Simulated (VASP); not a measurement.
# InP (I4mm) in VASP: further runs, part 2 of 2

VASP 6.6.1. Earlier steps stand in the parts before.

## (3) Single point, PBE (mode 4 frozen in at -0.141 Å, normal strain along x -0.0700)

The input, INCAR:

```
PREC = Accurate
ENCUT = 520
EDIFF = 1E-6
ISMEAR = 0
SIGMA = 0.15
LREAL = False
LASPH = True
NELM = 100
ALGO = Normal
ISIF = 2
LWAVE = False
LCHARG = False
GGA = PE
NBANDS = 16
```

The input, KPOINTS:

```
regular mesh
0
Gamma
  14 14 14
```

The input, POSCAR:

```
InP
1.0
    0.0000000000      2.7701982124      2.7701982124
    2.5762843375      0.0000000000      2.7701982124
    2.5762843375      2.7701982124      0.0000000000
In P
1 1
Direct
   -0.0068507361      0.0068507361      0.0068507361
    0.5253952947      0.4746047053      0.4746047053
```

Potentials or basis: VASP PAW PBE potentials, release 64 (In_d, P).

On the command line:

```bash
$ cat potpaw_PBE.64/In_d/POTCAR potpaw_PBE.64/P/POTCAR > POTCAR
$ mpirun -np 1 vasp_std > vasp.out
```

Wall time 91 s (1 thread of Intel Xeon 6975P-C (Granite Rapids), shared host); peak memory 0.27 GiB.

The run converged. Its results:

* Free energy: -7.6744 eV
* Pressure: 8.9 GPa
* Largest force: 1.508 eV/Å
* Band gap on the k mesh: zero (band 9 reaches 8.22 eV, above the bottom of band 10 at 5.19 eV)

Forces in eV/Å, atoms in the order of the input:
```
In  -1.508  0.000  0.000
P    1.508  0.000  0.000
```

Stress tensor (GPa, compression positive):
```
21.06  0.00  0.00
 0.00  2.80  0.00
 0.00  0.00  2.80
```

Levels at points of the mesh, in eV from the Fermi level:
| k point | band 6 | band 7 | band 8 | band 9 | band 10 | band 11 | band 12 | band 13 |
| --- | --- | --- | --- | --- | --- | --- | --- | --- |
| (0.00, 0.00, 0.00) | -12.54 | -0.82 | -0.06 | -0.06 | 1.18 | 6.72 | 6.72 | 7.46 |
| (0.50, 0.00, 0.00) | -10.27 | -7.01 | -0.04 | 0.25 | 2.35 | 3.10 | 4.12 | 5.92 |
| (0.50, 0.50, 0.00) | -9.19 | -5.41 | -2.90 | -2.03 | -1.96 | 3.76 | 9.55 | 10.56 |
| (0.00, 0.50, 0.50) | -8.43 | -5.50 | -2.81 | -2.81 | -2.74 | 3.48 | 10.31 | 10.31 |

Caveat: the cell differs from its parent crystal (mode 4 frozen in at -0.141 Å, normal strain along x -0.0700); spin-orbit coupling is left out, which moves the levels of the heavy elements; forces of over 1 eV/Å act on the atoms, so gaps and moduli don't describe the material at rest.

## (4) Single point, PBE (mode 4 frozen in at -0.281 Å, normal strain along x -0.0700)

The input, INCAR:

```
SYSTEM = InP
PREC = Accurate
ENCUT = 520
EDIFF = 1E-6
ISMEAR = 0
SIGMA = 0.15
LREAL = .False.
LASPH = .True.
NELM = 80
ALGO = Normal
ISIF = 2
LWAVE = .False.
LCHARG = .False.
GGA = PE
NBANDS = 16
```

The input, KPOINTS:

```
Automatic mesh
0
Gamma
  14 14 14
  0 0 0
```

The input, POSCAR:

```
InP
1.0
    0.0000000000      2.7701982124      2.7701982124
    2.5762843375      0.0000000000      2.7701982124
    2.5762843375      2.7701982124      0.0000000000
In P
1 1
Direct
   -0.0136966031      0.0136966031      0.0136966031
    0.5507725402      0.4492274598      0.4492274598
```

Potentials or basis: VASP PAW PBE potentials, release 64 (In_d, P).

On the command line:

```bash
$ cat potpaw_PBE.64/In_d/POTCAR potpaw_PBE.64/P/POTCAR > POTCAR
$ mpirun -np 1 vasp_std > vasp.out
```

OUTCAR:

```text
SYSTEM = InP
   PREC = Accurate
   ENCUT = 520
   EDIFF = 1E-6
   ISMEAR = 0
   LREAL = .False.
   LASPH = .True.
   NELM = 80
   ISIF = 2
   GGA = PE

 ion  position               nearest neighbor table
   1  0.986  0.014  0.014-   2 2.24   2 2.79   2 2.79   2 2.79   2 2.79   2 2.91
   2  0.551  0.449  0.449-   1 2.24   1 2.79   1 2.79   1 2.79   1 2.79   1 2.91

  LATTYP: Found a body centered tetragonal cell.
 ALAT       =     3.9176518824
 C/A-ratio  =     1.3152186130

  Lattice vectors:

 A1 = (  -2.5762843375,   0.0000000000,  -2.7701982124)
 A2 = (  -2.5762843375,   0.0000000000,   2.7701982124)
 A3 = (   2.5762843375,   2.7701982124,   0.0000000000)

Analysis of symmetry for initial positions (statically):
=====================================================================
 Subroutine PRICEL returns:
 Original cell was already a primitive cell.

 Routine SETGRP: Setting up the symmetry group for a
 body centered tetragonal supercell.

 Subroutine GETGRP returns: Found  8 space group operations
 (whereof  8 operations were pure point group operations)
 out of a pool of 16 trial point group operations.

The static configuration has the point symmetry C_4v.

[... 157 lines left out ...]
  free energy    TOTEN  =        -7.25125355 eV

  energy without entropy =       -7.23889128  energy(sigma->0) =       -7.24507241

 E-fermi :   7.9065     XC(G=0): -10.6951

 val. band max:        7.9058856394   @ k =  -0.1429   0.0714   0.0000
 cond. band min:       7.9168411355   @ k =  -0.4286   0.0714   0.0000
 fundamental gap:      0.0109554961
 Fermi energy:         7.9064664109

 k-point     1 :       0.0000    0.0000    0.0000
  band No.  band energies     occupation
      1      -6.8040      2.00000
      2      -6.5430      2.00000
      3      -6.5430      2.00000
      4      -6.4621      2.00000
      5      -6.4177      2.00000
      6      -4.6221      2.00000
[... 433 lines left out ...]
      3      -6.5119      2.00000
      4      -6.4512      2.00000
      5      -6.3848      2.00000
      6      -3.6371      2.00000
[... 8 lines left out ...]
     15      18.1642      0.00000
     16      18.6356      0.00000

 [... further k-points ...]
[... 5 lines left out ...]
  --------------------------------------------------------------------------------------
  -------------------------------------------------------------------------------------
  Total        9.4990796      0.4833985      0.4833985      0.0000000      0.0000000      0.0000000
  in kB      384.8988645     19.5871134     19.5871134      0.0000000      0.0000000      0.0000000
  external PRESSURE =     141.3576971 kB  Pullay stress =       0.0000000 kB

 VOLUME and BASIS-vectors are now :
 -----------------------------------------------------------------------------
  energy-cutoff  :      520.00
  volume of cell :       39.54
      direct lattice vectors                 reciprocal lattice vectors
     0.000000000  2.770198212  2.770198212    -0.194077957  0.180492500  0.180492500
     2.576284338  0.000000000  2.770198212     0.194077957 -0.180492500  0.180492500
     2.576284338  2.770198212  0.000000000     0.194077957  0.180492500 -0.180492500

 POSITION                                       TOTAL-FORCE (eV/Angst)
 -----------------------------------------------------------------------------------
      0.07057      2.77020      2.77020        -3.790932      0.000000      0.000000
      2.31468      2.77020      2.77020         3.790932      0.000000      0.000000
 -----------------------------------------------------------------------------------
    total drift:                                0.000092      0.000004      0.000004

  FREE ENERGIE OF THE ION-ELECTRON SYSTEM (eV)
  ---------------------------------------------------
  free  energy   TOTEN  =        -7.2512535507 eV

  energy  without entropy=       -7.2388912762  energy(sigma->0) =       -7.24507241
```

stdout:

```text
POSCAR found type information on POSCAR InP
 POSCAR found :  2 types and       2 ions
 scaLAPACK will be used
 LDA part: xc-table for (Slater+PW92), standard interpolation
 POSCAR, INCAR and KPOINTS ok, starting setup
 FFT: planning ... GRIDC
 FFT: planning ... GRID_SOFT
 FFT: planning ... GRID
 WAVECAR not read
 entering main loop
```

Run time: 88 s. Hardware: 1 thread of Intel Xeon 6975P-C (Granite Rapids), shared host; peak memory 0.27 GiB.

What came out:

- Free energy: -7.2513 eV
- Pressure: 14.1 GPa
- Largest force: 3.791 eV/Å
- Band gap on the k mesh: zero (band 9 reaches 8.20 eV, above the bottom of band 10 at 5.53 eV)

Forces in eV/Å, atoms in the order of the input:
```
In  -3.791  0.000  0.000
P    3.791  0.000  0.000
```

Stress tensor (GPa, compression positive):
```
38.49  0.00  0.00
 0.00  1.96  0.00
 0.00  0.00  1.96
```

Caveat: the cell differs from its parent crystal (mode 4 frozen in at -0.281 Å, normal strain along x -0.0700); spin-orbit coupling is left out, which moves the levels of the heavy elements; forces of over 1 eV/Å act on the atoms, so gaps and moduli don't describe the material at rest.
